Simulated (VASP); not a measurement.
# Lu (P6_3/mmc) in VASP: notebook, part 2 of 3

VASP 6.6.1. The steps go on from the part before.

**5. Single point, PBE**

This run uses another cell than the first one, of 29.50 Å³/atom.

Input file INCAR:

```
PREC = Accurate
ENCUT = 520
EDIFF = 1E-7
ISMEAR = -1
SIGMA = 0.05
LREAL = False
LASPH = True
NELM = 60
ALGO = Normal
ISIF = 2
LWAVE = False
LCHARG = False
GGA = PE
NBANDS = 32
```

Input file KPOINTS:

```
regular mesh
0
Gamma
  7 7 4
```

Input file POSCAR:

```
Lu
1.0
    3.5031000000      0.0000000000      0.0000000000
   -1.7515500000      3.0337735920      0.0000000000
    0.0000000000      0.0000000000      5.5509000000
Lu
2
Direct
    0.6666666667      0.3333333333      0.7500000000
    0.3333333333      0.6666666667      0.2500000000
```

Potentials or basis: VASP PAW PBE potentials, release 64 (Lu).

The run is started by

```console
> cat potpaw_PBE.64/Lu/POTCAR > POTCAR
> mpirun -np 1 vasp_std > vasp.out
```

OUTCAR:

```text
PREC = Accurate
   ENCUT = 520
   EDIFF = 1E-7
   ISMEAR = -1
   LREAL = False
   LASPH = True
   NELM = 60
   ISIF = 2
   GGA = PE

 ion  position               nearest neighbor table
   1  0.667  0.333  0.750-   2 3.43   2 3.43   2 3.43   2 3.43   2 3.43   2 3.43
   2  0.333  0.667  0.250-   1 3.43   1 3.43   1 3.43   1 3.43   1 3.43   1 3.43

  LATTYP: Found a hexagonal cell.
 ALAT       =     3.5031000000
 C/A-ratio  =     1.5845679541

  Lattice vectors:

 A1 = (   3.5031000000,   0.0000000000,   0.0000000000)
 A2 = (  -1.7515500000,   3.0337735920,   0.0000000000)
 A3 = (   0.0000000000,   0.0000000000,   5.5509000000)

Analysis of symmetry for initial positions (statically):
=====================================================================
 Subroutine PRICEL returns:
 Original cell was already a primitive cell.

 Routine SETGRP: Setting up the symmetry group for a
 hexagonal supercell.

 Subroutine GETGRP returns: Found 24 space group operations
 (whereof 12 operations were pure point group operations)
 out of a pool of 24 trial point group operations.

The static configuration has the point symmetry D_3d.
 The point group associated with its full space group is D_6h.

Analysis of symmetry for dynamics (positions and initial velocities):
=====================================================================
 Subroutine PRICEL returns:
 Original cell was already a primitive cell.

 Routine SETGRP: Setting up the symmetry group for a
 hexagonal supercell.

 Subroutine GETGRP returns: Found 24 space group operations
 (whereof 12 operations were pure point group operations)
 out of a pool of 24 trial point group operations.

The dynamic configuration has the point symmetry D_3d.
 The point group associated with its full space group is D_6h.

 Subroutine INISYM returns: Found 24 space group operations
 (whereof 12 operations are pure point group operations),
 and found     1 'primitive' translations

----------------------------------------------------------------------------------------

                                     Primitive cell

  volume of cell :      58.9928

  direct lattice vectors                    reciprocal lattice vectors
     3.503100000  0.000000000  0.000000000     0.285461448  0.164811244  0.000000000
    -1.751550000  3.033773592  0.000000000     0.000000000  0.329622488  0.000000000
     0.000000000  0.000000000  5.550900000     0.000000000  0.000000000  0.180150967

  length of vectors
     3.503100000  3.503100000  5.550900000     0.329622488  0.329622488  0.180150967

  position of ions in fractional coordinates (direct lattice)
     0.666666667  0.333333333  0.750000000
     0.333333333  0.666666667  0.250000000

  ion indices of the primitive-cell ions
   primitive index   ion index
                 1           1
                 2           2

----------------------------------------------------------------------------------------

 KPOINTS: regular mesh

Automatic generation of k-mesh.
 Grid dimensions read from file:
 generate k-points for:    7    7    4

 Generating k-lattice:

  Cartesian coordinates                     Fractional coordinates (reciprocal lattice)
     0.040780207  0.023544463  0.000000000     0.142857143  0.000000000  0.000000000
     0.000000000  0.047088927  0.000000000     0.000000000  0.142857143  0.000000000
     0.000000000  0.000000000  0.045037742     0.000000000  0.000000000  0.250000000

  Length of vectors
     0.047088927  0.047088927  0.045037742

  Shift w.r.t. Gamma in fractional coordinates (k-lattice)
     0.000000000  0.000000000  0.000000000

 Subroutine IBZKPT returns following result:
 ===========================================

 Found     24 irreducible k-points:

 Following reciprocal coordinates:
            Coordinates               Weight
  0.000000  0.000000  0.000000      1.000000
  0.142857  0.000000  0.000000      6.000000
  0.285714  0.000000  0.000000      6.000000
  0.428571  0.000000  0.000000      6.000000
  0.142857  0.142857  0.000000      6.000000
  0.285714  0.142857  0.000000     12.000000
[... 16 lines left out ...]
  0.428571  0.142857  0.500000      6.000000
  0.285714  0.285714  0.500000      6.000000
   k-points           NKPTS =     24   k-points in BZ     NKDIM =     24   number of bands    NBANDS=     32
   number of dos      NEDOS =    301   number of ions     NIONS =      2
   total plane-waves  NPLWV =  32928
   dimension x,y,z NGX =    28 NGY =   28 NGZ =   42
   dimension x,y,z NGXF=    56 NGYF=   56 NGZF=   84
   ions per type =               2
   NGX,Y,Z   is equivalent  to a cutoff of  13.29, 13.29, 12.58 a.u.
   NGXF,Y,Z  is equivalent  to a cutoff of  26.58, 26.58, 25.16 a.u.
 SYSTEM =  unknown system
   PREC   = accura    normal or accurate (medium, high low for compatibility)
   ISTART =      0    job   : 0-new  1-cont  2-samecut
   ICHARG =      2    charge: 1-file 2-atom 10-const
   ISPIN  =      1    spin polarized calculation?
   LNONCOLLINEAR =      F non collinear calculations
   LSORBIT =      F    spin-orbit coupling
   LASPH  =      T    aspherical Exc in radial PAW
   ENCUT  =  520.0 eV  38.22 Ry    6.18 a.u.   6.51  6.51 10.32*2*pi/ulx,y,z
   NELM   =     60;   NELMIN=  2; NELMDL= -5     # of ELM steps
   EDIFF  = 0.1E-06   stopping-criterion for ELM
   LREAL  =      F    real-space projection
   EDIFFG = 0.1E-05   stopping-criterion for IOM
   NSW    =      0    number of steps for IOM
   IBRION =     -1    ionic relax: 0-MD 1-quasi-New 2-CG
   NFREE  =      0    steps in history (QN), initial steepest desc. (CG)
   ISIF   =      2    stress and relaxation
   ISYM   =      2    0-nonsym 1-usesym 2-fastsym
   POTIM  = 0.5000    time-step for ionic-motion
   TEBEG  =    0.0;   TEEND  =   0.0 temperature during run
   PSTRESS=    0.0 pullay stress
   NELECT =      50.0000    total number of electrons
   NUPDOWN=      -1.0000    fix difference up-down
   EMIN   =  10.00;   EMAX   =-10.00  energy-range for DOS
   EFERMI =   0.00;   METHOD = LEGACY
   ISMEAR =    -1;   SIGMA  =   0.05  broadening in eV -4-tet -1-fermi 0-gaus
   EFERMI_NEDOS =   21; number of points for ismear=-14 and -15
   IALGO  =     38    algorithm
   IMIX   =      4    mixing-type and parameters
     AMIX     =   0.40;   BMIX     =  1.00
     AMIX_MAG =   1.60;   BMIX_MAG =  1.00
  volume/ion in A,a.u.               =      29.50       199.05
  Fermi-wavevector in a.u.,A,eV,Ry     =   1.549287  2.927727 32.657919  2.400289
  Thomas-Fermi vector in A             =   2.654115
   LORBIT       =      0    0 simple, 1 ext, 2 COOP (PROOUT), +10 PAW based schemes
   GGA     = PE    functional components
   LHFCALC =     F    Hartree Fock is set to
   AEXX    =    0.0000 exact exchange contribution
   IVDW    =     0    specifies the selected vdW correction
   LEPSILON=     F    determine dielectric tensor
   LRPA    =     F    only Hartree local field effects (RPA)
 non-spin polarized calculation
  energy-cutoff  :      520.00
  volume of cell :       58.99
 maximum number of plane-waves:      1640
 NGX is ok and might be reduce to    28
   NGX = 13   NGY = 13   NGZ = 21

 number of electron      49.9999998 magnetization

 Free energy of the ion-electron system (eV)
  ---------------------------------------------------
  ext. energy  EPLUGINS =         0.00000000
  ---------------------------------------------------
  free energy    TOTEN  =        -9.06224456 eV

  energy without entropy =       -9.03715697  energy(sigma->0) =       -9.04970077

 E-fermi :   2.1656     XC(G=0): -10.6032

 val. band max:        2.1145380395   @ k =   0.4286   0.0000   0.2500
 cond. band min:       2.1794109782   @ k =   0.2857   0.2857   0.5000
 fundamental gap:      0.0648729387
 Fermi energy:         2.1655655311

 k-point     1 :       0.0000    0.0000    0.0000
  band No.  band energies     occupation
      1     -54.0440      2.00000
      2     -54.0123      2.00000
      3     -24.9614      2.00000
      4     -24.5591      2.00000
      5     -24.5591      2.00000
      6     -24.4836      2.00000
[... 24 lines left out ...]
     31       5.6809      0.00000
     32       5.6809      0.00000
[... 774 lines left out ...]
      2     -54.0108      2.00000
      3     -24.8702      2.00000
      4     -24.8702      2.00000
      5     -24.7233      2.00000
      6     -24.7233      2.00000
[... 24 lines left out ...]
     31       7.7438      0.00000
     32       7.7438      0.00000

------------------------ aborting loop because EDIFF is reached ----------------------------------------

  FORCE on cell =-STRESS in cart. coord.  units (eV):
  Direction    XX          YY          ZZ          XY          YZ          ZX
  --------------------------------------------------------------------------------------
  -------------------------------------------------------------------------------------
  Total       -0.0499811     -0.0499811     -0.5783364      0.0000000     -0.0000000      0.0000000
  in kB       -1.3574284     -1.3574284    -15.7069556      0.0000000     -0.0000000      0.0000000
  external PRESSURE =      -6.1406041 kB  Pullay stress =       0.0000000 kB

 VOLUME and BASIS-vectors are now :
 -----------------------------------------------------------------------------
  energy-cutoff  :      520.00
  volume of cell :       58.99
      direct lattice vectors                 reciprocal lattice vectors
     3.503100000  0.000000000  0.000000000     0.285461448  0.164811244  0.000000000
    -1.751550000  3.033773592  0.000000000     0.000000000  0.329622488  0.000000000
     0.000000000  0.000000000  5.550900000     0.000000000  0.000000000  0.180150967

 POSITION                                       TOTAL-FORCE (eV/Angst)
 -----------------------------------------------------------------------------------
      1.75155      1.01126      4.16318         0.000000      0.000000      0.000000
     -0.00000      2.02252      1.38773        -0.000000      0.000000      0.000000
 -----------------------------------------------------------------------------------
    total drift:                               -0.000000      0.000000     -0.000000

  FREE ENERGIE OF THE ION-ELECTRON SYSTEM (eV)
  ---------------------------------------------------
  free  energy   TOTEN  =        -9.0622445631 eV

  energy  without entropy=       -9.0371569720  energy(sigma->0) =       -9.04970077
```

Wall time 47 s (1 thread of Intel Xeon Platinum 8559C (Emerald Rapids), shared host); peak memory 0.19 GiB.

What came out:

```
Free energy            : -9.0622 eV
Pressure               : -0.6 GPa
Band gap on the k mesh : zero (bands 25 and 26 overlap by 1.70 eV)
```

Caveat: spin-orbit coupling is left out, which moves the levels of the heavy elements.

[end of part 2 of 3]
